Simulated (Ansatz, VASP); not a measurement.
MgO in VASP and in Ansatz

POSCAR

```
MgO
1.0
    0.0000000000      2.1021674158      2.1021674158
    2.1547216012      0.0000000000      2.1021674158
    2.1547216012      2.1021674158      0.0000000000
Mg O
1 1
Direct
    0.0000000000      0.0000000000      0.0000000000
    0.5000000000      0.5000000000      0.5000000000
```

The input INCAR.step1:

```
SYSTEM = MgO
PREC = Accurate ; ENCUT = 660
ISMEAR = 0 ; SIGMA = 0.01
LREAL = .False. ; LASPH = .True.
NELM = 120 ; NBANDS = 15
GGA = PE ; ALGO = Normal
EDIFF = 1E-5 ; LWAVE = .True.
LCHARG = .False. ; GGA_COMPAT = .False.
```

The input INCAR.step2:

```
SYSTEM = MgO
PREC = Accurate ; ENCUT = 660
EDIFF = 1E-6 ; ISMEAR = 0
SIGMA = 0.01 ; LREAL = .False.
LASPH = .True. ; NELM = 120
ALGO = Normal ; ISIF = 2
LWAVE = .False. ; LCHARG = .False.
METAGGA = R2SCAN ; LMIXTAU = .True.
NBANDS = 15 ; ISTART = 1
GGA_COMPAT = .False.
```

File KPOINTS:

```
Automatic mesh
0
Gamma
  10 10 10
  0 0 0
```

Input for Ansatz:

```yaml
crystal:
  lattice:
    - [0.0, 2.1021674158, 2.1021674158]
    - [2.1547216012, 0.0, 2.1021674158]
    - [2.1547216012, 2.1021674158, 0.0]
  atoms:
    - { symbol: Mg, position: [0.0, 0.0, 0.0] }
    - { symbol: O, position: [0.5, 0.5, 0.5] }
kpoints:
  mp_grid: { grid: [10, 10, 10] }
  band_path:
    path:
      - [0.0, 0.0, 0.0]
      - [0.5, 0.0, 0.5]
      - [0.625, 0.25, 0.625]
      - [0.375, 0.375, 0.75]
      - [0.5, 0.5, 0.5]
      - [0.5, 0.25, 0.75]
    npoints: 1
hamiltonian:
  xc: r2scan
scf:
  occupations: { method: fixed }
  n_extra_bands: 4
output:
  forces: true
  stress: true
  eigenvalues: true
```

Change from the starting cell: uniaxial_x strain +2.5%.

Alike in both runs: task single point; functional r2SCAN; k mesh 10 × 10 × 10; no spin polarisation.

```csv
,VASP,Ansatz
version,VASP 6.6.1,Ansatz 0.2.0
potentials or method,"VASP PAW PBE potentials, release 64 (Mg_sv, O)","plane waves, PAW"
plane-wave cutoff (eV),660,500
occupations,"gaussian, width 0.01 eV",fixed
valence electrons in the cell,16,16
```

|  | VASP | Ansatz | Ansatz less VASP |
| --- | --- | --- | --- |
| gap on the k mesh at the Fermi level (eV) | 5.43 | 5.40 | -0.029 |
| pressure (GPa) | -3.9 | -3.7 | +0.16 |
| traceless stress, the component that is largest in VASP (GPa) | -2.96 | -2.94 | +0.017 |

VASP's potentials were made for PBE, not for r2SCAN.
